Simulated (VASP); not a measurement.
## H4C: single point with r2SCAN+rVV10

Crystal: H4C.

```
H C
1.0
     3.87113    0.00000    0.00000
     0.00000    3.87113    0.00000
     0.00000    0.00000    5.78353
H C
8 2
Cartesian
  3.2414 0.6298 5.1571
  2.5654 1.3058 2.2653
  1.3057 2.5653 2.2653
  3.2413 3.2414 0.6264
  1.3058 1.3057 3.5182
  2.5653 2.5654 3.5182
  0.6298 3.2413 5.1571
  0.6298 0.6298 0.6264
  1.9356 1.9356 2.8918
  0.0000 0.0000 0.0000
```

| Property | Result |
| --- | --- |
| Program | VASP 6.6.1 |
| Task | single point |
| Functional | r2SCAN |
| Dispersion | rVV10 |
| Potentials or basis | VASP PAW PBE potentials, release 64 (H, C) |
| Cutoff | 520 eV |
| k mesh | 6 × 6 × 4 |
| Occupations | fermi-dirac, width 0.03 eV |
| Spin | no spin polarisation |

```json
{
  "Pressure": "0.1 GPa",
  "Largest force": "0.064 eV/Å",
  "Band gap on the k mesh": "8.33 eV"
}
```

Forces on the atoms (eV/Å):
```
H   -0.037  0.037 -0.037
H    0.037 -0.037 -0.037
H   -0.037  0.037 -0.037
H   -0.037 -0.037  0.037
H   -0.037 -0.037  0.037
H    0.037  0.037  0.037
H    0.037 -0.037 -0.037
H    0.037  0.037  0.037
C    0.000  0.000  0.000
C    0.000  0.000  0.000
```

Levels at points of the mesh, in eV from the valence-band top:
```
           k point  band 4  band 5  band 6  band 7  band 8  band 9  band 10  band 11  band 12  band 13
(0.00, 0.00, 0.00)   -0.68   -0.68   -0.16   -0.16    0.00    8.33    10.52    12.71    13.41    13.41
(0.50, 0.00, 0.00)   -1.29   -0.87   -0.87   -0.26   -0.26   11.18    11.18    11.87    11.87    13.48
(0.50, 0.50, 0.00)   -1.52   -0.68   -0.68   -0.66   -0.66    9.66     9.66    10.49    10.49    14.21
(0.00, 0.00, 0.50)   -0.92   -0.43   -0.43   -0.43   -0.43    9.79     9.79    13.84    13.84    14.09
(0.50, 0.00, 0.50)   -1.74   -0.33   -0.33   -0.29   -0.29   10.23    10.23    12.52    12.52    13.25
(0.50, 0.50, 0.50)   -1.13   -1.13   -1.13   -0.71   -0.71   10.40    10.40    12.10    12.10    12.10
```

Wall time 120 s on 1 thread of Intel(R) Xeon(R) 6975P-C (Granite Rapids) (shared host), peak memory 0.37 GiB.

Caveat: the PAW data sets were made with another functional, which shifts forces and pressure a little. A k mesh can miss the band edges.
